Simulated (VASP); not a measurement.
# WF4 in VASP: single point with PBE+D3(BJ)

Aim: the single point of WF4 with PBE+D3(BJ).

All numbers are computed with VASP 6.6.1; they aren't measurements. Logs are shortened: lines on timing, memory, paths and dates and some standing lists are left out, and cuts for length are marked.

**1. The cell of the first run**

The cell holds a molecule in a box, 5 atoms: a = 15.000 Å, b = 15.500 Å, c = 16.000 Å, α = 90.00°, β = 90.00°, γ = 90.00°.

**2. Single point, PBE+D3(BJ), collinear spin**

File INCAR:

```
SYSTEM = WF4
PREC = Accurate
ENCUT = 520
EDIFF = 1E-6
ISMEAR = 0
SIGMA = 0.005
LREAL = .FALSE.
LASPH = .TRUE.
NELM = 150
ALGO = Normal
ISIF = 2
LWAVE = .FALSE.
LCHARG = .TRUE.
ISPIN = 2
MAGMOM = 2 0 0 0 0
LORBIT = 11
LMAXMIX = 4
GGA = PE
IVDW = 12
LELF = .TRUE.
LVHAR = .TRUE.
NBANDS = 33
ISYM = 0
```

File KPOINTS:

```
regular mesh
0
G
  1 1 1
  0 0 0
```

File POSCAR:

```
WF4
1.0
   15.0000000000      0.0000000000      0.0000000000
    0.0000000000     15.5000000000      0.0000000000
    0.0000000000      0.0000000000     16.0000000000
W F
1 4
Direct
    0.5000002727      0.4999999519      0.5000009918
    0.6204797006      0.4990193793      0.4795682205
    0.5009849791      0.6167142552      0.5197685322
    0.3794200270      0.5008335798      0.4800925326
    0.4991150206      0.3834328336      0.5205697229
```

Potentials or basis: VASP PAW PBE potentials, release 64 (W_sv, F).

Started as:

```console
cat potpaw_PBE.64/W_sv/POTCAR potpaw_PBE.64/F/POTCAR > POTCAR
mpirun -np 1 vasp_gam > vasp.out
```

OUTCAR:

```text
SYSTEM = WF4
   PREC = Accurate
   ENCUT = 520
   EDIFF = 1E-6
   ISMEAR = 0
   LREAL = .FALSE.
   LASPH = .TRUE.
   NELM = 150
   ISIF = 2
   ISPIN = 2
   LORBIT = 11
   GGA = PE
   IVDW = 12
   ISYM = 0
 IVDW          = 12

 ion  position               nearest neighbor table
   1  0.500  0.500  0.500-   5 1.84   3 1.84   4 1.84   2 1.84
   2  0.620  0.499  0.480-   1 1.84
   3  0.501  0.617  0.520-   1 1.84
   4  0.379  0.501  0.480-   1 1.84
   5  0.499  0.383  0.521-   1 1.84

IMPORTANT INFORMATION: All symmetrisations will be switched off!
NOSYMM: (Re-)initialisation of all symmetry stuff for point group C_1.

----------------------------------------------------------------------------------------

                                     Primitive cell

  volume of cell :    3720.0000

  direct lattice vectors                    reciprocal lattice vectors
    15.000000000  0.000000000  0.000000000     0.066666667  0.000000000  0.000000000
     0.000000000 15.500000000  0.000000000     0.000000000  0.064516129  0.000000000
     0.000000000  0.000000000 16.000000000     0.000000000  0.000000000  0.062500000

  length of vectors
    15.000000000 15.500000000 16.000000000     0.066666667  0.064516129  0.062500000

  position of ions in fractional coordinates (direct lattice)
     0.500000273  0.499999952  0.500000992
     0.620479701  0.499019379  0.479568220
     0.500984979  0.616714255  0.519768532
     0.379420027  0.500833580  0.480092533
     0.499115021  0.383432834  0.520569723

  ion indices of the primitive-cell ions
   primitive index   ion index
                 1           1
                 2           2
                 3           3
                 4           4
                 5           5

----------------------------------------------------------------------------------------

 KPOINTS: regular mesh

Automatic generation of k-mesh.
 Grid dimensions read from file:
 generate k-points for:    1    1    1

 Generating k-lattice:

  Cartesian coordinates                     Fractional coordinates (reciprocal lattice)
     0.066666667  0.000000000  0.000000000     1.000000000  0.000000000  0.000000000
     0.000000000  0.064516129  0.000000000     0.000000000  1.000000000  0.000000000
     0.000000000  0.000000000  0.062500000     0.000000000  0.000000000  1.000000000

  Length of vectors
     0.066666667  0.064516129  0.062500000

  Shift w.r.t. Gamma in fractional coordinates (k-lattice)
     0.000000000  0.000000000  0.000000000

 Subroutine IBZKPT returns following result:
 ===========================================

 Found      1 irreducible k-points:

 Following reciprocal coordinates:
            Coordinates               Weight
  0.000000  0.000000  0.000000      1.000000
   k-points           NKPTS =      1   k-points in BZ     NKDIM =      1   number of bands    NBANDS=     33
   number of dos      NEDOS =    301   number of ions     NIONS =      5
   total plane-waves  NPLWV = ******
   dimension x,y,z NGX =   112 NGY =  120 NGZ =  120
   dimension x,y,z NGXF=   224 NGYF=  240 NGZF=  240
   ions per type =               1   4
   NGX,Y,Z   is equivalent  to a cutoff of  12.41, 12.87, 12.47 a.u.
   NGXF,Y,Z  is equivalent  to a cutoff of  24.83, 25.74, 24.94 a.u.
 SYSTEM =  WF4
   PREC   = accura    normal or accurate (medium, high low for compatibility)
   ISTART =      0    job   : 0-new  1-cont  2-samecut
   ICHARG =      2    charge: 1-file 2-atom 10-const
   ISPIN  =      2    spin polarized calculation?
   LNONCOLLINEAR =      F non collinear calculations
   LSORBIT =      F    spin-orbit coupling
   LASPH  =      T    aspherical Exc in radial PAW
   ENCUT  =  520.0 eV  38.22 Ry    6.18 a.u.  27.89 28.82 29.75*2*pi/ulx,y,z
   NELM   =    150;   NELMIN=  2; NELMDL= -5     # of ELM steps
   EDIFF  = 0.1E-05   stopping-criterion for ELM
   LREAL  =      F    real-space projection
   EDIFFG = 0.1E-04   stopping-criterion for IOM
   NSW    =      0    number of steps for IOM
   IBRION =     -1    ionic relax: 0-MD 1-quasi-New 2-CG
   NFREE  =      0    steps in history (QN), initial steepest desc. (CG)
   ISIF   =      2    stress and relaxation
   ISYM   =      0    0-nonsym 1-usesym 2-fastsym
   POTIM  = 0.5000    time-step for ionic-motion
   TEBEG  =    0.0;   TEEND  =   0.0 temperature during run
   PSTRESS=    0.0 pullay stress
   NELECT =      42.0000    total number of electrons
   NUPDOWN=      -1.0000    fix difference up-down
   EMIN   =  10.00;   EMAX   =-10.00  energy-range for DOS
   EFERMI =   0.00;   METHOD = LEGACY
   ISMEAR =     0;   SIGMA  =   0.01  broadening in eV -4-tet -1-fermi 0-gaus
   EFERMI_NEDOS =   21; number of points for ismear=-14 and -15
   IALGO  =     38    algorithm
   IMIX   =      4    mixing-type and parameters
     AMIX     =   0.40;   BMIX     =  1.00
     AMIX_MAG =   1.60;   BMIX_MAG =  1.00
  volume/ion in A,a.u.               =     744.00      5020.76
  Fermi-wavevector in a.u.,A,eV,Ry     =   0.367263  0.694026  1.835181  0.134882
  Thomas-Fermi vector in A             =   1.292238
   LORBIT       =     11    0 simple, 1 ext, 2 COOP (PROOUT), +10 PAW based schemes
   GGA     = PE    functional components
   LHFCALC =     F    Hartree Fock is set to
   AEXX    =    0.0000 exact exchange contribution
   IVDW    =    12    specifies the selected vdW correction
   LEPSILON=     F    determine dielectric tensor
   LRPA    =     F    only Hartree local field effects (RPA)
 spin polarized calculation
 Gauss-broadening in eV      SIGMA  =   0.01
  energy-cutoff  :      520.00
  volume of cell :     3720.00
 maximum number of plane-waves:     50071
 NGX is ok and might be reduce to   112
   NGX = 55   NGY = 57   NGZ = 59

 number of electron      41.9999980 magnetization       0.0000068

 number of electron      41.9999980 magnetization      -0.0000055

 Free energy of the ion-electron system (eV)
  ---------------------------------------------------
  ext. energy  EPLUGINS =         0.00000000
  ---------------------------------------------------
  free energy    TOTEN  =       -30.56642431 eV

  energy without entropy =      -30.56642431  energy(sigma->0) =      -30.56642431

 E-fermi :  -5.7176     XC(G=0):  -0.3802

 val. band max:       -5.8243316974   @ k =   0.0000   0.0000   0.0000
 cond. band min:      -4.4173100342   @ k =   0.0000   0.0000   0.0000
 fundamental gap:      1.4070216632
 Fermi energy:        -5.7176180871

 spin component 1

 k-point     1 :       0.0000    0.0000    0.0000
  band No.  band energies     occupation
      1     -81.9502      1.00000
      2     -46.6378      1.00000
      3     -46.6377      1.00000
      4     -45.4280      1.00000
      5     -30.6515      1.00000
      6     -30.5325      1.00000
      7     -29.7184      1.00000
      8     -29.7183      1.00000
      9     -13.7039      1.00000
     10     -13.1641      1.00000
     11     -13.0578      1.00000
     12     -12.1472      1.00000
     13     -12.1471      1.00000
     14     -11.3778      1.00000
     15     -11.3777      1.00000
     16     -11.3649      1.00000
     17     -11.1171      1.00000
     18     -10.9129      1.00000
     19     -10.9128      1.00000
     20     -10.4536      1.00000
     21      -5.8243      1.00000
     22      -4.4173      0.00000
     23      -4.4173      0.00000
     24      -4.1074      0.00000
     25      -0.6501      0.00000
     26      -0.5670      0.00000
     27       0.2869      0.00000
     28       0.2915      0.00000
     29       0.3044      0.00000
     30       0.4205      0.00000
     31       0.6439      0.00000
     32       0.7222      0.00000
     33       0.9262      0.00000
 Fermi energy:        -5.7176180871

 spin component 2

 k-point     1 :       0.0000    0.0000    0.0000
  band No.  band energies     occupation
      1     -81.9502      1.00000
      2     -46.6378      1.00000
      3     -46.6377      1.00000
      4     -45.4280      1.00000
      5     -30.6515      1.00000
      6     -30.5325      1.00000
      7     -29.7184      1.00000
      8     -29.7183      1.00000
      9     -13.7039      1.00000
     10     -13.1641      1.00000
     11     -13.0578      1.00000
     12     -12.1472      1.00000
     13     -12.1471      1.00000
     14     -11.3778      1.00000
     15     -11.3777      1.00000
     16     -11.3649      1.00000
     17     -11.1171      1.00000
     18     -10.9129      1.00000
     19     -10.9128      1.00000
     20     -10.4536      1.00000
     21      -5.8243      1.00000
     22      -4.4173      0.00000
     23      -4.4173      0.00000
     24      -4.1074      0.00000
     25      -0.6505      0.00000
     26      -0.5684      0.00000
     27       0.2835      0.00000
     28       0.2989      0.00000
     29       0.3008      0.00000
     30       0.4173      0.00000
     31       0.6411      0.00000
     32       0.7193      0.00000
     33       0.9263      0.00000

------------------------ aborting loop because EDIFF is reached ----------------------------------------

 Edisp (eV)   -0.07108

 E8    (eV) :    -0.0272

  FORCE on cell =-STRESS in cart. coord.  units (eV):
  Direction    XX          YY          ZZ          XY          YZ          ZX
  --------------------------------------------------------------------------------------
  -------------------------------------------------------------------------------------
  Total       1.38495     1.38359    -0.10624     0.00021    -0.00535    -0.00359
  in kB       0.59649     0.59590    -0.04576     0.00009    -0.00230    -0.00155
  external pressure =        0.38 kB  Pullay stress =        0.00 kB

 VOLUME and BASIS-vectors are now :
 -----------------------------------------------------------------------------
  energy-cutoff  :      520.00
  volume of cell :     3720.00
      direct lattice vectors                 reciprocal lattice vectors
    15.000000000  0.000000000  0.000000000     0.066666667  0.000000000  0.000000000
     0.000000000 15.500000000  0.000000000     0.000000000  0.064516129  0.000000000
     0.000000000  0.000000000 16.000000000     0.000000000  0.000000000  0.062500000

 POSITION                                       TOTAL-FORCE (eV/Angst)
 -----------------------------------------------------------------------------------
      7.50000      7.75000      8.00002         0.000093      0.000169     -0.000229
      9.30720      7.73480      7.67309         0.433383     -0.002888     -0.056538
      7.51477      9.55907      8.31630         0.004713      0.434084      0.053212
      5.69130      7.76292      7.68148        -0.433929      0.002599     -0.053888
      7.48673      5.94321      8.32912        -0.004259     -0.433964      0.057444
 -----------------------------------------------------------------------------------
    total drift:                               -0.000141     -0.000191     -0.000315

  FREE ENERGIE OF THE ION-ELECTRON SYSTEM (eV)
  ---------------------------------------------------
  free  energy   TOTEN  =       -30.6375070562 eV

  energy  without entropy=      -30.6375070562  energy(sigma->0) =      -30.63750706

 total charge

# of ion       s       p       d       tot
------------------------------------------
    1        2.498   6.373   3.007  11.878
    2        1.751   4.319   0.000   6.069
    3        1.751   4.319   0.000   6.069
    4        1.751   4.319   0.000   6.069
    5        1.751   4.319   0.000   6.069
--------------------------------------------------
tot          9.501  23.648   3.007  36.156

 magnetization (x)

# of ion       s       p       d       tot
------------------------------------------
    1       -0.000   0.000   0.000   0.000
    2       -0.000   0.000   0.000   0.000
    3       -0.000   0.000   0.000   0.000
    4       -0.000   0.000   0.000   0.000
    5       -0.000   0.000   0.000   0.000
--------------------------------------------------
tot         -0.000   0.000   0.000   0.000
```

Wall time 17 min (1 thread of Intel Xeon Platinum 8259CL at 2.50GHz (Skylake/Cascade Lake), shared host); peak memory 3.5 GiB.

What came out:

```yaml
Free_energy: -30.6375 eV
Largest_force: 0.438 eV/Å
Gap_between_the_frontier_levels: 1.41 eV
Net_moment: 0.00 μB per cell
Valence_electrons_inside_the_program's_atomic_spheres: W 11.88; F 6.07
Dispersion_energy_per_atom: -0.014 eV
```

Forces on the atoms (eV/Å):
```
W    0.000  0.000  0.000
F    0.433 -0.003 -0.057
F    0.005  0.434  0.053
F   -0.434  0.003 -0.054
F   -0.004 -0.434  0.057
```

Levels at points of the mesh, in eV from the valence-band top:
Spin up:
```csv
k point,band 18,band 19,band 20,band 21,band 22,band 23,band 24,band 25
"(0.00, 0.00, 0.00)",-5.09,-5.09,-4.63,0.00,1.41,1.41,1.72,5.17
```
Spin down:
```
           k point  band 18  band 19  band 20  band 21  band 22  band 23  band 24  band 25
(0.00, 0.00, 0.00)    -5.09    -5.09    -4.63     0.00     1.41     1.41     1.72     5.17
```

Caveat: spin-orbit coupling is left out, which moves the levels of the heavy elements.
